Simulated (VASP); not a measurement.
# InP2H6NO6 (P6_3mc) in VASP: settings compared, part 2 of 2

VASP 6.6.1.

## (3) Electric field gradients, r2SCAN

Input file POSCAR:

```
InP2H6NO6
1.0
    5.4705000000      0.0000000000      0.0000000000
   -2.7352500000      4.7375919714      0.0000000000
    0.0000000000      0.0000000000     13.0895000000
In H P N O
2 12 4 2 12
Direct
    0.6666666667      0.3333333333      0.3999227573
    0.3333333333      0.6666666667      0.8999227573
    0.3333333333      0.6666666667      0.6379352356
    0.6666666667      0.3333333333      0.1379352356
    0.0000000000      0.0000000000      0.4409803979
    0.0000000000      0.0000000000      0.9409803979
    0.4357870686      0.8715741372      0.2248050140
    0.5642129314      0.4357870686      0.7248050140
    0.1284258628      0.5642129314      0.2248050140
    0.5642129314      0.1284258628      0.7248050140
    0.4357870686      0.5642129314      0.2248050140
    0.8715741372      0.4357870686      0.7248050140
    0.3333333333      0.6666666667      0.1194999824
    0.6666666667      0.3333333333      0.6194999824
    0.3333333333      0.6666666667      0.5304554077
    0.6666666667      0.3333333333      0.0304554077
    0.0000000000      0.0000000000      0.3335096670
    0.0000000000      0.0000000000      0.8335096670
    0.3333333333      0.6666666667      0.1981507581
    0.6666666667      0.3333333333      0.6981507581
    0.8450859976      0.1549140024      0.2962888890
    0.6901719952      0.8450859976      0.7962888890
    0.8450859976      0.6901719952      0.2962888890
    0.1549140024      0.8450859976      0.7962888890
    0.3098280048      0.1549140024      0.2962888890
    0.1549140024      0.3098280048      0.7962888890
    0.4895792045      0.9791584090      0.5002013616
    0.5104207955      0.4895792045      1.0002013616
    0.0208415910      0.5104207955      0.5002013616
    0.5104207955      0.0208415910      1.0002013616
    0.4895792045      0.5104207955      0.5002013616
    0.9791584090      0.4895792045      1.0002013616
```

Input file INCAR.step1:

```
SYSTEM = InP2H6NO6
PREC = Accurate
ENCUT = 520
ISMEAR = -1
SIGMA = 0.02
LREAL = Auto
LASPH = .True.
NELM = 100
NBANDS = 92
GGA = PE
ALGO = Normal
EDIFF = 1E-4
LWAVE = .True.
LCHARG = .False.
```

Input file INCAR.step2:

```
SYSTEM = InP2H6NO6
PREC = Accurate
ENCUT = 520
EDIFF = 1E-8
ISMEAR = -1
SIGMA = 0.02
LREAL = Auto
LASPH = .True.
NELM = 100
ALGO = Normal
ISIF = 2
LWAVE = .False.
LCHARG = .False.
METAGGA = R2SCAN
LMIXTAU = .True.
LEFG = .True.
NBANDS = 92
ISTART = 1
```

Input file KPOINTS:

```
Automatic mesh
0
Gamma
  5 5 2
  0 0 0
```

Potentials or basis: VASP PAW PBE potentials, release 64 (In_d, H, P, N, O).

Command:

```sh
$ cat potpaw_PBE.64/In_d/POTCAR potpaw_PBE.64/H/POTCAR potpaw_PBE.64/P/POTCAR potpaw_PBE.64/N/POTCAR potpaw_PBE.64/O/POTCAR > POTCAR
$ cp INCAR.step1 INCAR
$ mpirun -np 1 vasp_std > vasp.out
$ cp INCAR.step2 INCAR
$ mpirun -np 1 vasp_std > vasp.out
```

OUTCAR:

```text
SYSTEM = InP2H6NO6
   PREC = Accurate
   ENCUT = 520
   EDIFF = 1E-8
   ISMEAR = -1
   LREAL = Auto
   LASPH = .True.
   NELM = 100
   ISIF = 2
   METAGGA = R2SCAN
   ISTART = 1

 ion  position               nearest neighbor table
   1  0.667  0.333  0.400-  27 2.13  29 2.13  31 2.13  21 2.17  23 2.17  25 2.17  17 3.28  17 3.28
                            17 3.28
   2  0.333  0.667  0.900-  30 2.13  32 2.13  28 2.13  24 2.17  26 2.17  22 2.17  18 3.28  18 3.28
                            18 3.28
   3  0.333  0.667  0.638-  15 1.41
   4  0.667  0.333  0.138-  16 1.41
   5  0.000  0.000  0.441-  17 1.41
   6  0.000  0.000  0.941-  18 1.41
   7  0.436  0.872  0.225-  19 1.03
   8  0.564  0.436  0.725-  20 1.03
   9  0.128  0.564  0.225-  19 1.03
  10  0.564  0.128  0.725-  20 1.03
  11  0.436  0.564  0.225-  19 1.03
  12  0.872  0.436  0.725-  20 1.03
  13  0.333  0.667  0.119-  19 1.03
  14  0.667  0.333  0.619-  20 1.03
  15  0.333  0.667  0.530-   3 1.41  27 1.53  29 1.53  31 1.53
  16  0.667  0.333  0.030-   4 1.41  30 1.53  32 1.53  28 1.53
  17  0.000  0.000  0.334-   5 1.41  23 1.55  21 1.55  25 1.55   1 3.28   1 3.28   1 3.28
  18  0.000  0.000  0.834-   6 1.41  26 1.55  24 1.55  22 1.55   2 3.28   2 3.28   2 3.28
  19  0.333  0.667  0.198-  13 1.03   7 1.03   9 1.03  11 1.03
[... 1162 lines left out ...]

  energy  without entropy=     -257.5557001779  energy(sigma->0) =     -257.55570018

 Electric field gradients (V/A^2)
---------------------------------------------------------------------
 ion       V_xx      V_yy      V_zz      V_xy      V_xz      V_yz
---------------------------------------------------------------------
   1       0.366     0.362    -0.729    -0.004    -0.000     0.000
   2       0.366     0.362    -0.729    -0.004     0.000    -0.000
   3      -8.011    -8.010    16.021     0.000     0.000    -0.000
   4      -8.011    -8.010    16.021     0.000    -0.000     0.000
   5      -7.821    -7.821    15.641     0.000     0.000    -0.000
   6      -7.821    -7.821    15.641     0.000    -0.000     0.000
[... 24 lines left out ...]
  31      46.846   -28.677   -18.169   -65.405   -38.951    22.488
  32      46.846   -28.676   -18.169    65.404   -38.951   -22.488
---------------------------------------------------------------------

 Electric field gradients after diagonalization (V/A^2)
 (convention: |V_zz| > |V_xx| > |V_yy|)
----------------------------------------------------------------------
 ion       V_xx      V_yy      V_zz     asymmetry (V_yy - V_xx)/ V_zz
----------------------------------------------------------------------
   1       0.368     0.360    -0.729       0.011
   2       0.368     0.360    -0.729       0.011
   3      -8.011    -8.010    16.021       0.000
   4      -8.011    -8.010    16.021       0.000
   5      -7.821    -7.821    15.641       0.000
   6      -7.821    -7.821    15.641       0.000
[... 24 lines left out ...]
  31     -66.439   -35.071   101.510       0.309
  32     -66.437   -35.072   101.509       0.309
----------------------------------------------------------------------

           NMR quadrupolar parameters

 Cq : quadrupolar parameter    Cq=e*Q*V_zz/h
 eta: asymmetry parameters     (V_yy - V_xx)/ V_zz
 Q  : nuclear electric quadrupole moment in mb (millibarn)
----------------------------------------------------------------------
 ion       Cq(MHz)       eta       Q (mb)
----------------------------------------------------------------------
   1      -0.002       0.011       1.000
   2      -0.002       0.011       1.000
   3       0.039       0.000       1.000
   4       0.039       0.000       1.000
   5       0.038       0.000       1.000
   6       0.038       0.000       1.000
[... 24 lines left out ...]
  31       0.245       0.309       1.000
  32       0.245       0.309       1.000
----------------------------------------------------------------------
```

Run time: 56 min. Hardware: 1 thread of Intel Xeon 6975P-C (Granite Rapids), shared host; peak memory 0.59 GiB.

What came out:

```yaml
Free_energy: -257.5557 eV
Pressure: -2.6 GPa
Largest_force: 0.666 eV/Å
Band_gap_on_the_k_mesh: 4.77 eV
Largest_electric_field_gradient_by_atom: In -0.7; H +16.0, +15.6, +29.6, +30.7 (each value once); P -14.3, -19.1 (each value once); N -1.1; O +84.1, +101.5 (each value once) V/Å²
```

Forces in eV/Å, atoms in the order of the input:
```
In   0.000  0.000  0.026
In   0.000  0.000  0.026
H    0.000  0.000 -0.307
H    0.000  0.000 -0.307
H    0.000  0.000 -0.298
H    0.000  0.000 -0.298
H    0.000 -0.240 -0.093
H    0.208 -0.120 -0.093
H    0.208  0.120 -0.093
H    0.000  0.240 -0.093
H   -0.208  0.120 -0.093
H   -0.208 -0.120 -0.093
H    0.000  0.000  0.259
H    0.000  0.000  0.259
P    0.000  0.000 -0.087
P    0.000  0.000 -0.087
P    0.000  0.000 -0.422
P    0.000  0.000 -0.422
N    0.000  0.000  0.008
N    0.000  0.000  0.008
O    0.476 -0.275  0.377
O    0.476  0.275  0.377
O    0.000  0.549  0.377
O   -0.476  0.275  0.377
O   -0.476 -0.275  0.377
O    0.000 -0.549  0.377
O    0.000 -0.605 -0.010
O    0.524 -0.303 -0.010
O    0.524  0.303 -0.010
O    0.000  0.605 -0.010
O   -0.524  0.303 -0.010
O   -0.524 -0.303 -0.010
```

Stress tensor (GPa, compression positive):
```
-2.94  0.00  0.00
 0.00 -2.94  0.00
 0.00  0.00 -1.99
```

Levels at points of the mesh, in eV from the valence-band top:
| k point | band 66 | band 67 | band 68 | band 69 | band 70 | band 71 | band 72 | band 73 | band 74 | band 75 |
| --- | --- | --- | --- | --- | --- | --- | --- | --- | --- | --- |
| (0.00, 0.00, 0.00) | -1.03 | -0.50 | -0.49 | 0.00 | 0.00 | 4.77 | 4.93 | 6.74 | 6.89 | 7.20 |
| (0.00, 0.00, 0.50) | -1.06 | -0.50 | -0.50 | 0.00 | 0.00 | 4.87 | 4.87 | 6.66 | 6.66 | 7.68 |

Electric field gradients, principal values (V/Å²):
| atom | least | middle | greatest (by size) |
| --- | --- | --- | --- |
| 1 In | 0.360 | 0.368 | -0.729 |
| 2 In | 0.360 | 0.368 | -0.729 |
| 3 H | -8.010 | -8.011 | 16.021 |
| 4 H | -8.010 | -8.011 | 16.021 |
| 5 H | -7.821 | -7.821 | 15.641 |
| 6 H | -7.821 | -7.821 | 15.641 |
| 7 H | -14.226 | -15.368 | 29.593 |
| 8 H | -14.225 | -15.367 | 29.592 |
| 9 H | -14.226 | -15.368 | 29.593 |
| 10 H | -14.226 | -15.368 | 29.593 |
| 11 H | -14.225 | -15.367 | 29.592 |
| 12 H | -14.226 | -15.368 | 29.593 |
| 13 H | -15.371 | -15.371 | 30.742 |
| 14 H | -15.371 | -15.371 | 30.742 |
| 15 P | 7.143 | 7.144 | -14.288 |
| 16 P | 7.143 | 7.144 | -14.288 |
| 17 P | 9.552 | 9.552 | -19.104 |
| 18 P | 9.552 | 9.552 | -19.104 |
| 19 N | 0.552 | 0.553 | -1.105 |
| 20 N | 0.552 | 0.553 | -1.105 |
| 21 O | -19.065 | -65.046 | 84.110 |
| 22 O | -19.066 | -65.044 | 84.110 |
| 23 O | -19.066 | -65.044 | 84.110 |
| 24 O | -19.065 | -65.046 | 84.110 |
| 25 O | -19.066 | -65.044 | 84.110 |
| 26 O | -19.066 | -65.044 | 84.110 |
| 27 O | -35.072 | -66.437 | 101.509 |
| 28 O | -35.071 | -66.439 | 101.510 |
| 29 O | -35.072 | -66.437 | 101.509 |
| 30 O | -35.072 | -66.437 | 101.509 |
| 31 O | -35.071 | -66.439 | 101.510 |
| 32 O | -35.072 | -66.437 | 101.509 |

Caveat: without QUAD_EFG the Cq values of the log hold for a quadrupole moment of 1 mb, not for the nuclei; the PAW data sets were made with another functional, which shifts forces and pressure a little; spin-orbit coupling is left out, which moves the levels of the heavy elements.
